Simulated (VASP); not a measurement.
# Al2Cu (P4/mmm) in VASP: further runs

Runs on Al2Cu. Level: PBE. Tasks: single point.

All numbers are computed with VASP 6.6.1; they aren't measurements. Logs are shortened: lines on timing, memory, paths and dates and some standing lists are left out, and cuts for length are marked.

**1. The cell of the first run**

Symmetry: P4/mmm, No. 123, tetragonal system. Conventional cell: a = 4.314 Å, b = 4.314 Å, c = 3.115 Å, α = 90.00°, β = 90.00°, γ = 90.00°. Al (site symmetry mmm) has 4 Cu at 2.66 Å and 6 Al at 3.05 to 3.12 Å within 3.5 Å. Within 3.5 Å of Cu (site symmetry 4/mmm) lie 8 Al at 2.66 Å and 2 Cu at 3.12 Å.

**2. Single point, PBE**

The input, INCAR:

```
ALGO = Fast
EDIFF = 1E-6
ENCUT = 520
GGA = PE
ISIF = 2
ISMEAR = 0
LASPH = True
LCHARG = False
LREAL = False
LWAVE = False
NBANDS = 16
NELM = 60
PREC = Accurate
SIGMA = 0.15
```

The input, KPOINTS:

```
k-points
0
Gamma
  10 10 14
```

The input, POSCAR:

```
Al2Cu
1.0
    4.3135000000      0.0000000000      0.0000000000
    0.0000000000      4.3135000000      0.0000000000
    0.0000000000      0.0000000000      3.1155000000
Al Cu
2 1
Direct
    0.5000000000      0.0000000000      0.5000000000
    0.0000000000      0.5000000000      0.5000000000
    0.0000000000      0.0000000000      0.0000000000
```

Potentials or basis: VASP PAW PBE potentials, release 64 (Al, Cu).

Launch:

```sh
> cat potpaw_PBE.64/Al/POTCAR potpaw_PBE.64/Cu/POTCAR > POTCAR
> mpirun -np 1 vasp_std > vasp.out
```

OUTCAR:

```text
EDIFF = 1E-6
   ENCUT = 520
   GGA = PE
   ISIF = 2
   ISMEAR = 0
   LASPH = True
   LREAL = False
   NELM = 60
   PREC = Accurate

 ion  position               nearest neighbor table
   1  0.500  0.000  0.500-   3 2.66   3 2.66   3 2.66   3 2.66   2 3.05   2 3.05   2 3.05   2 3.05

   2  0.000  0.500  0.500-   3 2.66   3 2.66   3 2.66   3 2.66   1 3.05   1 3.05   1 3.05   1 3.05

   3  0.000  0.000  0.000-   1 2.66   2 2.66   1 2.66   2 2.66   2 2.66   2 2.66   1 2.66   1 2.66

  LATTYP: Found a simple tetragonal cell.
 ALAT       =     4.3135000000
 C/A-ratio  =     0.7222673003

  Lattice vectors:

 A1 = (   4.3135000000,   0.0000000000,   0.0000000000)
 A2 = (   0.0000000000,   4.3135000000,   0.0000000000)
 A3 = (   0.0000000000,   0.0000000000,   3.1155000000)

Analysis of symmetry for initial positions (statically):
=====================================================================
 Subroutine PRICEL returns:
 Original cell was already a primitive cell.

 Routine SETGRP: Setting up the symmetry group for a
 simple tetragonal supercell.

 Subroutine GETGRP returns: Found 16 space group operations
 (whereof 16 operations were pure point group operations)
 out of a pool of 16 trial point group operations.

The static configuration has the point symmetry D_4h.

Analysis of symmetry for dynamics (positions and initial velocities):
=====================================================================
 Subroutine PRICEL returns:
 Original cell was already a primitive cell.

 Routine SETGRP: Setting up the symmetry group for a
 simple tetragonal supercell.

 Subroutine GETGRP returns: Found 16 space group operations
 (whereof 16 operations were pure point group operations)
 out of a pool of 16 trial point group operations.

The dynamic configuration has the point symmetry D_4h.

 Subroutine INISYM returns: Found 16 space group operations
 (whereof 16 operations are pure point group operations),
 and found     1 'primitive' translations

----------------------------------------------------------------------------------------

                                     Primitive cell

  volume of cell :      57.9679

  direct lattice vectors                    reciprocal lattice vectors
     4.313500000  0.000000000  0.000000000     0.231830300  0.000000000  0.000000000
     0.000000000  4.313500000  0.000000000     0.000000000  0.231830300  0.000000000
     0.000000000  0.000000000  3.115500000     0.000000000  0.000000000  0.320975766

  length of vectors
     4.313500000  4.313500000  3.115500000     0.231830300  0.231830300  0.320975766

  position of ions in fractional coordinates (direct lattice)
     0.500000000  0.000000000  0.500000000
     0.000000000  0.500000000  0.500000000
     0.000000000  0.000000000  0.000000000

  ion indices of the primitive-cell ions
   primitive index   ion index
                 1           1
                 2           2
                 3           3

----------------------------------------------------------------------------------------

 KPOINTS: k-points

Automatic generation of k-mesh.
 Grid dimensions read from file:
 generate k-points for:   10   10   14

 Generating k-lattice:

  Cartesian coordinates                     Fractional coordinates (reciprocal lattice)
     0.023183030  0.000000000  0.000000000     0.100000000  0.000000000  0.000000000
     0.000000000  0.023183030  0.000000000     0.000000000  0.100000000  0.000000000
     0.000000000  0.000000000  0.022926840     0.000000000  0.000000000  0.071428571

  Length of vectors
     0.023183030  0.023183030  0.022926840

  Shift w.r.t. Gamma in fractional coordinates (k-lattice)
     0.000000000  0.000000000  0.000000000

 Subroutine IBZKPT returns following result:
 ===========================================

 Found    168 irreducible k-points:

 Following reciprocal coordinates:
            Coordinates               Weight
  0.000000  0.000000  0.000000      1.000000
  0.100000  0.000000  0.000000      4.000000
  0.200000  0.000000  0.000000      4.000000
  0.300000  0.000000  0.000000      4.000000
  0.400000  0.000000  0.000000      4.000000
  0.500000  0.000000  0.000000      2.000000
[... 16 lines left out ...]
  0.100000  0.000000  0.071429      8.000000
  0.200000  0.000000  0.071429      8.000000
 [... further k-points ...]
   k-points           NKPTS =    168   k-points in BZ     NKDIM =    168   number of bands    NBANDS=     16
   number of dos      NEDOS =    301   number of ions     NIONS =      3
   total plane-waves  NPLWV =  24576
   dimension x,y,z NGX =    32 NGY =   32 NGZ =   24
   dimension x,y,z NGXF=    64 NGYF=   64 NGZF=   48
   ions per type =               2   1
   NGX,Y,Z   is equivalent  to a cutoff of  12.33, 12.33, 12.81 a.u.
   NGXF,Y,Z  is equivalent  to a cutoff of  24.67, 24.67, 25.61 a.u.
 SYSTEM =  unknown system
   PREC   = accura    normal or accurate (medium, high low for compatibility)
   ISTART =      0    job   : 0-new  1-cont  2-samecut
   ICHARG =      2    charge: 1-file 2-atom 10-const
   ISPIN  =      1    spin polarized calculation?
   LNONCOLLINEAR =      F non collinear calculations
   LSORBIT =      F    spin-orbit coupling
   LASPH  =      T    aspherical Exc in radial PAW
   ENCUT  =  520.0 eV  38.22 Ry    6.18 a.u.   8.02  8.02  5.79*2*pi/ulx,y,z
   NELM   =     60;   NELMIN=  2; NELMDL= -5     # of ELM steps
   EDIFF  = 0.1E-05   stopping-criterion for ELM
   LREAL  =      F    real-space projection
   EDIFFG = 0.1E-04   stopping-criterion for IOM
   NSW    =      0    number of steps for IOM
   IBRION =     -1    ionic relax: 0-MD 1-quasi-New 2-CG
   NFREE  =      0    steps in history (QN), initial steepest desc. (CG)
   ISIF   =      2    stress and relaxation
   ISYM   =      2    0-nonsym 1-usesym 2-fastsym
   POTIM  = 0.5000    time-step for ionic-motion
   TEBEG  =    0.0;   TEEND  =   0.0 temperature during run
   PSTRESS=    0.0 pullay stress
   NELECT =      17.0000    total number of electrons
   NUPDOWN=      -1.0000    fix difference up-down
   EMIN   =  10.00;   EMAX   =-10.00  energy-range for DOS
   EFERMI =   0.00;   METHOD = LEGACY
   ISMEAR =     0;   SIGMA  =   0.15  broadening in eV -4-tet -1-fermi 0-gaus
   EFERMI_NEDOS =   21; number of points for ismear=-14 and -15
   IALGO  =     68    algorithm
   IMIX   =      4    mixing-type and parameters
     AMIX     =   0.40;   BMIX     =  1.00
     AMIX_MAG =   1.60;   BMIX_MAG =  1.00
  volume/ion in A,a.u.               =      19.32       130.40
  Fermi-wavevector in a.u.,A,eV,Ry     =   1.087665  2.055390 16.095913  1.183016
  Thomas-Fermi vector in A             =   2.223830
   LORBIT       =      0    0 simple, 1 ext, 2 COOP (PROOUT), +10 PAW based schemes
   GGA     = PE    functional components
   LHFCALC =     F    Hartree Fock is set to
   AEXX    =    0.0000 exact exchange contribution
   IVDW    =     0    specifies the selected vdW correction
   LEPSILON=     F    determine dielectric tensor
   LRPA    =     F    only Hartree local field effects (RPA)
 non-spin polarized calculation
 RMM-DIIS sequential band-by-band and
 Gauss-broadening in eV      SIGMA  =   0.15
  energy-cutoff  :      520.00
  volume of cell :       57.97
 maximum number of plane-waves:      1592
   NGX = 17   NGY = 17   NGZ = 11

 number of electron      17.0000000 magnetization

 Free energy of the ion-electron system (eV)
  ---------------------------------------------------
  ext. energy  EPLUGINS =         0.00000000
  ---------------------------------------------------
  free energy    TOTEN  =       -10.97350216 eV

  energy without entropy =      -10.95815049  energy(sigma->0) =      -10.96582633

 E-fermi :   5.3840     XC(G=0):  -9.6970

 val. band max:        5.3808757280   @ k =   0.3000   0.3000   0.2143
 cond. band min:       5.4002290603   @ k =   0.5000   0.5000   0.4286
 fundamental gap:      0.0193533323
 Fermi energy:         5.3839969043

 k-point     1 :       0.0000    0.0000    0.0000
  band No.  band energies     occupation
      1      -3.9141      2.00000
      2       0.8591      2.00000
      3       1.4607      2.00000
      4       1.9283      2.00000
      5       2.0318      2.00000
      6       2.0318      2.00000
[... 8 lines left out ...]
     15      12.3111      0.00000
     16      15.5734      0.00000

 k-point     2 :       0.1000    0.0000    0.0000
  band No.  band energies     occupation
      1      -3.8380      2.00000
      2       0.8000      2.00000
      3       1.4427      2.00000
      4       1.9090      2.00000
      5       2.0279      2.00000
      6       2.0322      2.00000
[... 8 lines left out ...]
     15      13.3384      0.00000
     16      15.3655      0.00000

 k-point     3 :       0.2000    0.0000    0.0000
  band No.  band energies     occupation
      1      -3.6124      2.00000
      2       0.5059      2.00000
      3       1.3940      2.00000
      4       1.8636      2.00000
      5       2.0180      2.00000
      6       2.0332      2.00000
[... 8 lines left out ...]
     15      14.7994      0.00000
     16      14.9220      0.00000

 k-point     4 :       0.3000    0.0000    0.0000
  band No.  band energies     occupation
      1      -3.2493      2.00000
      2      -0.1527      2.00000
      3       1.3617      2.00000
      4       1.8150      2.00000
      5       1.9773      2.00000
      6       2.0058      2.00000
[... 8 lines left out ...]
     15      14.0623      0.00000
     16      16.3036      0.00000

 k-point     5 :       0.4000    0.0000    0.0000
  band No.  band energies     occupation
      1      -2.7930      2.00000
      2      -0.9063      2.00000
      3       1.3609      2.00000
      4       1.7803      2.00000
      5       1.8938      2.00000
      6       1.9961      2.00000
[... 8 lines left out ...]
     15      13.7450      0.00000
     16      15.4706      0.00000

 k-point     6 :       0.5000    0.0000    0.0000
  band No.  band energies     occupation
      1      -2.4909      2.00000
      2      -1.3218      2.00000
      3       1.3643      2.00000
      4       1.7679      2.00000
      5       1.8775      2.00000
      6       1.9924      2.00000
[... 8 lines left out ...]
     15      13.6792      0.00000
     16      14.9069      0.00000

 k-point     7 :       0.1000    0.1000    0.0000
  band No.  band energies     occupation
      1      -3.7618      2.00000
      2       0.7583      2.00000
      3       1.4194      2.00000
      4       1.8851      2.00000
      5       2.0281      2.00000
      6       2.0286      2.00000
[... 8 lines left out ...]
     15      13.7384      0.00000
     16      15.2300      0.00000

 k-point     8 :       0.2000    0.1000    0.0000
  band No.  band energies     occupation
      1      -3.5360      2.00000
      2       0.5156      2.00000
      3       1.3547      2.00000
      4       1.8302      2.00000
      5       2.0185      2.00000
      6       2.0295      2.00000
[... 8 lines left out ...]
     15      14.7032      0.00000
     16      14.7806      0.00000

 k-point     9 :       0.3000    0.1000    0.0000
  band No.  band energies     occupation
      1      -3.1724      2.00000
      2      -0.1031      2.00000
      3       1.3205      2.00000
      4       1.7785      2.00000
      5       2.0027      2.00000
      6       2.0064      2.00000
[... 8 lines left out ...]
     15      14.0982      0.00000
     16      16.1634      0.00000
[... 172 lines left out ...]
 k-point    19 :       0.4000    0.4000    0.0000
  band No.  band energies     occupation
      1      -1.6073      2.00000
      2      -0.2477      2.00000
      3       0.2804      2.00000
      4       1.3140      2.00000
      5       1.8683      2.00000
      6       2.0015      2.00000
[... 8 lines left out ...]
     15      13.8191      0.00000
     16      14.7280      0.00000

 k-point    20 :       0.5000    0.4000    0.0000
  band No.  band energies     occupation
      1      -1.2269      2.00000
      2      -0.5170      2.00000
      3       0.2565      2.00000
      4       1.1737      2.00000
      5       1.8445      2.00000
      6       1.9982      2.00000
[... 8 lines left out ...]
     15      14.5235      0.00000
     16      14.5675      0.00000

 k-point    21 :       0.5000    0.5000    0.0000
  band No.  band energies     occupation
      1      -0.6901      2.00000
      2      -0.3608      2.00000
      3      -0.3608      2.00000
      4       1.0205      2.00000
      5       1.8276      2.00000
      6       1.9765      2.00000
[... 8 lines left out ...]
     15      14.1698      0.00000
     16      14.4144      0.00000

 k-point    22 :       0.0000    0.0000    0.0714
  band No.  band energies     occupation
      1      -3.8354      2.00000
      2       0.8893      2.00000
      3       1.4850      2.00000
      4       1.9341      2.00000
      5       1.9651      2.00000
      6       1.9651      2.00000
[... 8 lines left out ...]
     15      13.0882      0.00000
     16      14.9029      0.00000

 k-point    23 :       0.1000    0.0000    0.0714
  band No.  band energies     occupation
      1      -3.7594      2.00000
      2       0.8316      2.00000
      3       1.4677      2.00000
      4       1.9116      2.00000
      5       1.9555      2.00000
      6       1.9719      2.00000
[... 8 lines left out ...]
     15      13.4173      0.00000
     16      14.5939      0.00000

 k-point    24 :       0.2000    0.0000    0.0714
  band No.  band energies     occupation
      1      -3.5341      2.00000
      2       0.5460      2.00000
      3       1.4197      2.00000
      4       1.8673      2.00000
      5       1.9272      2.00000
      6       1.9785      2.00000
[... 8 lines left out ...]
     15      14.0124      0.00000
     16      14.9674      0.00000

 [... further k-points ...]
[... 5 lines left out ...]
  --------------------------------------------------------------------------------------
  -------------------------------------------------------------------------------------
  Total       -3.4648062     -3.4648062     -4.0580767      0.0000000      0.0000000      0.0000000
  in kB      -95.7639755    -95.7639755   -112.1614122      0.0000000      0.0000000      0.0000000
  external PRESSURE =    -101.2297877 kB  Pullay stress =       0.0000000 kB

 VOLUME and BASIS-vectors are now :
 -----------------------------------------------------------------------------
  energy-cutoff  :      520.00
  volume of cell :       57.97
      direct lattice vectors                 reciprocal lattice vectors
     4.313500000  0.000000000  0.000000000     0.231830300  0.000000000  0.000000000
     0.000000000  4.313500000  0.000000000     0.000000000  0.231830300  0.000000000
     0.000000000  0.000000000  3.115500000     0.000000000  0.000000000  0.320975766

 POSITION                                       TOTAL-FORCE (eV/Angst)
 -----------------------------------------------------------------------------------
      2.15675      0.00000      1.55775         0.000000      0.000000      0.000000
      0.00000      2.15675      1.55775         0.000000      0.000000      0.000000
      0.00000      0.00000      0.00000         0.000000      0.000000      0.000000
 -----------------------------------------------------------------------------------
    total drift:                                0.000000      0.000000      0.000000

  FREE ENERGIE OF THE ION-ELECTRON SYSTEM (eV)
  ---------------------------------------------------
  free  energy   TOTEN  =       -10.9735021635 eV

  energy  without entropy=      -10.9581504883  energy(sigma->0) =      -10.96582633
```

Run time: 52 s. Hardware: 1 thread of Intel Xeon 6975P-C (Granite Rapids), shared host; peak memory 0.27 GiB.

What came out:

| Property | Result |
| --- | --- |
| Free energy | -10.9735 eV |
| Pressure | -10.1 GPa |

Stress tensor (GPa, compression positive):
```
 -9.58   0.00   0.00
  0.00  -9.58   0.00
  0.00   0.00 -11.22
```

**3. Single point, PBE**

This run uses another cell than the first one, of 19.69 Å³/atom, 1.019 times its volume.

The input, INCAR:

```
SYSTEM = Al2Cu
ALGO = Fast ; EDIFF = 1E-6
ENCUT = 520 ; GGA = PE
ISIF = 2 ; ISMEAR = 0
LASPH = .True. ; LCHARG = .False.
LREAL = .False. ; LWAVE = .False.
NBANDS = 16 ; NELM = 80
PREC = Accurate ; SIGMA = 0.15
```

The input, KPOINTS:

```
k-points
0
Gamma
  10 10 14
  0 0 0
```

The input, POSCAR:

```
Al2Cu
1.0
    4.4096000000      0.0000000000      0.0000000000
    0.0000000000      4.4096000000      0.0000000000
    0.0000000000      0.0000000000      3.0386000000
Al Cu
2 1
Direct
    0.5000000000      0.0000000000      0.5000000000
    0.0000000000      0.5000000000      0.5000000000
    0.0000000000      0.0000000000      0.0000000000
```

Potentials or basis: VASP PAW PBE potentials, release 64 (Al, Cu).

Launch:

```sh
> cat potpaw_PBE.64/Al/POTCAR potpaw_PBE.64/Cu/POTCAR > POTCAR
> mpirun -np 1 vasp_std > vasp.out
```

Wall time 58 s (1 thread of Intel Xeon 6975P-C (Granite Rapids), shared host); peak memory 0.28 GiB.

It converged, with:

```
Free energy : -10.9130 eV
Pressure    : -10.4 GPa
```

Stress tensor (GPa, compression positive):
```
-10.35   0.00   0.00
  0.00 -10.35   0.00
  0.00   0.00 -10.52
```

Levels at points of the mesh, in eV from the Fermi level:
```tsv
k point	band 6	band 7	band 8	band 9	band 10	band 11	band 12	band 13
(0.00, 0.00, 0.00)	-3.31	-1.97	-1.97	-0.75	0.96	5.14	5.14	5.60
(0.50, 0.00, 0.00)	-3.34	-3.31	-0.84	1.15	1.38	1.54	6.82	7.65
(0.50, 0.50, 0.00)	-3.49	-3.33	-3.33	-1.99	8.02	8.08	8.08	8.22
(0.00, 0.00, 0.50)	-3.35	-2.50	1.95	1.96	2.18	2.18	2.89	2.89
(0.50, 0.00, 0.50)	-3.40	-2.40	-2.07	-1.59	3.31	3.79	3.79	3.88
(0.50, 0.50, 0.50)	-2.74	-1.83	-1.83	-0.64	-0.55	-0.55	-0.50	2.73
```

**4. Single point, PBE**

This run uses another cell than the first one, of 20.19 Å³/atom, 1.045 times its volume.

The input, INCAR:

```
SYSTEM = Al2Cu
  PREC = Accurate
  ENCUT = 520
  EDIFF = 1E-6
  ISMEAR = 0
  SIGMA = 0.15
  LREAL = .False.
  LASPH = .True.
  NELM = 100
  ALGO = Fast
  ISIF = 2
  LWAVE = .False.
  LCHARG = .True.
  GGA = PE
  LELF = .True.
  LVHAR = .True.
  NBANDS = 16
```

The input, KPOINTS:

```
regular mesh
0
Gamma
  10 10 14
  0 0 0
```

Edit POSCAR of step 3 so:

```diff
@@ -4,3 +4,3 @@
     0.0000000000      4.4096000000      0.0000000000
-    0.0000000000      0.0000000000      3.0386000000
+    0.0000000000      0.0000000000      3.1155000000
 Al Cu
```

Launch:

```sh
> cat potpaw_PBE.64/Al/POTCAR potpaw_PBE.64/Cu/POTCAR > POTCAR
> mpirun -np 1 vasp_std > vasp.out
```

Run time: 67 s. Hardware: 1 thread of Intel Xeon 6975P-C (Granite Rapids), shared host; peak memory 0.29 GiB.

Results (log left out):

* Free energy: -10.8097 eV
* Pressure: -11.4 GPa

Stress tensor (GPa, compression positive):
```
-11.14   0.00   0.00
  0.00 -11.14   0.00
  0.00   0.00 -11.94
```

Levels at points of the mesh, in eV from the Fermi level:
| k point | band 7 | band 8 | band 9 | band 10 | band 11 | band 12 |
| --- | --- | --- | --- | --- | --- | --- |
| (0.00, 0.00, 0.00) | -1.78 | -1.78 | -0.61 | 1.10 | 5.05 | 5.33 |
| (0.50, 0.00, 0.00) | -3.20 | -0.62 | 1.31 | 1.51 | 1.71 | 6.28 |
| (0.50, 0.50, 0.00) | -3.23 | -3.23 | -1.88 | 8.14 | 8.14 | 8.17 |
| (0.00, 0.00, 0.50) | -2.47 | 1.81 | 2.10 | 2.10 | 2.12 | 2.98 |
| (0.50, 0.00, 0.50) | -2.28 | -2.07 | -1.62 | 3.25 | 3.71 | 3.73 |
| (0.50, 0.50, 0.50) | -1.69 | -1.69 | -0.70 | -0.64 | -0.64 | -0.57 |

(Continued in part 2 of 2.)
